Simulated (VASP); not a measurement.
Here is a VASP 6.6.1 calculation.

INCAR

```
SYSTEM = MgO
PREC = Accurate ; ENCUT = 520
EDIFF = 1E-6 ; ISMEAR = 0
SIGMA = 0.05 ; LREAL = .False.
LASPH = .True. ; NELM = 60
ALGO = Normal ; ISIF = 2
LWAVE = .False. ; LCHARG = .False.
GGA = PS ; NBANDS = 26
```

The input KPOINTS:

```
Automatic mesh
0
Gamma
  6 6 6
  0 0 0
```

The input POSCAR:

```
MgO
1.0
    4.2703000000      0.0000000000      0.0000000000
    0.0000000000     -4.2703000000      0.0000000000
    0.0000000000      0.0000000000     -4.2703000000
Mg O
4 4
Direct
    0.0298056859      0.4701943141      0.5000000000
    0.5000000000      0.0000000000      0.5000000000
    0.5000000000      0.5000000000      0.0000000000
    0.0000000000      0.0000000000      0.0000000000
    0.5000000000      0.0000000000      0.0000000000
    0.0000000000      0.5000000000      0.0000000000
    0.0000000000      0.0000000000      0.5000000000
    0.5000000000      0.5000000000      0.5000000000
```

Potentials or basis: VASP PAW PBE potentials, release 64 (Mg, O).

Run with:

```sh
$ cat potpaw_PBE.64/Mg/POTCAR potpaw_PBE.64/O/POTCAR > POTCAR
$ mpirun -np 1 vasp_std > vasp.out
```

Estimate the band gap on the k mesh.

4.24 eV, direct.

What does it give for the largest force?

1.585 eV/Å.

Estimate the pressure.

-5.5 GPa.

Forces in eV/Å, atoms in the order of the input:
```
Mg  -1.121 -1.121  0.000
Mg   0.313  0.313  0.000
Mg   0.298 -0.089  0.000
Mg  -0.089  0.298  0.000
O   -0.036 -0.036  0.000
O    0.189  0.189  0.000
O    0.175  0.271  0.000
O    0.271  0.175  0.000
```

Caveat: the cell differs from its parent crystal (atom 1 (Mg) moved +0.180 Å along Cartesian [1 1 0]); the PAW data sets were made with another functional, which shifts forces and pressure a little.
